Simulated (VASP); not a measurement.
Write the native input for VASP 6.6.1 that does the following.

```yaml
Task: single point
Functional: LDA
Potentials_or_basis: VASP PAW LDA potentials, release 64 (Li_sv, Ca_sv, F)
Cutoff: 520 eV
k_mesh: 6 × 6 × 6
Occupations: gaussian, width 0.05 eV
Spin: no spin polarisation
Dipole_correction: no
Further_INCAR_settings: ALGO = Normal; EDIFF = 1e-06; NBANDS = 25
```

The structure of LiCaF3 lies in POSCAR:

```
LiCaF3
1.0
    3.7612440000      0.0000000000      0.0000000000
    0.0000000000      3.7612440000      0.0000000000
    0.0000000000      0.0000000000      3.6484066800
Li Ca F
1 1 3
Direct
    0.5000000000      0.5000000000      0.5000000000
    0.0000000000      0.0000000000      0.0000000000
    0.0000000000      0.5000000000      0.5000000000
    0.5000000000      0.5000000000      0.0000000000
    0.5000000000      0.0000000000      0.5000000000
```

This cell differs from its parent crystal: strain -0.0300 x Voigt [0, 0, 1, 0, 0, 0].

The input as run:

INCAR

```
SYSTEM = LiCaF3
PREC     = Accurate       ! precision mode
ENCUT    = 520            ! plane-wave cutoff, eV
EDIFF    = 1E-6           ! SCF threshold, eV
ISMEAR   = 0              ! smearing method
SIGMA    = 0.05           ! smearing width, eV
LREAL    = .FALSE.        ! projectors in reciprocal space
LASPH    = .TRUE.         ! aspherical terms in the spheres
NELM     = 60             ! most SCF steps
ALGO     = Normal         ! electronic algorithm
ISIF     = 2              ! what is computed and relaxed
LWAVE    = .FALSE.        ! write WAVECAR
LCHARG   = .FALSE.        ! write CHGCAR
GGA      = CA             ! functional
NBANDS   = 25             ! bands
```

KPOINTS

```
regular mesh
0
G
  6 6 6
  0 0 0
```

Potentials or basis: VASP PAW LDA potentials, release 64 (Li_sv, Ca_sv, F).

Command:

```bash
$ cat potpaw_LDA.64/Li_sv/POTCAR potpaw_LDA.64/Ca_sv/POTCAR potpaw_LDA.64/F/POTCAR > POTCAR
$ mpirun -np 1 vasp_std > vasp.out
```

It gave:

| Item | Value |
| --- | --- |
| Band gap on the k mesh | 6.19 eV, indirect (least direct gap 6.37 eV) |

Caveat: the cell differs from its parent crystal (strain -0.0300 x Voigt [0, 0, 1, 0, 0, 0]).

Wall time 32 s on 1 thread of AMD EPYC 7R13 Processor (Zen 3), with other jobs on the host, peak memory 0.14 GiB.
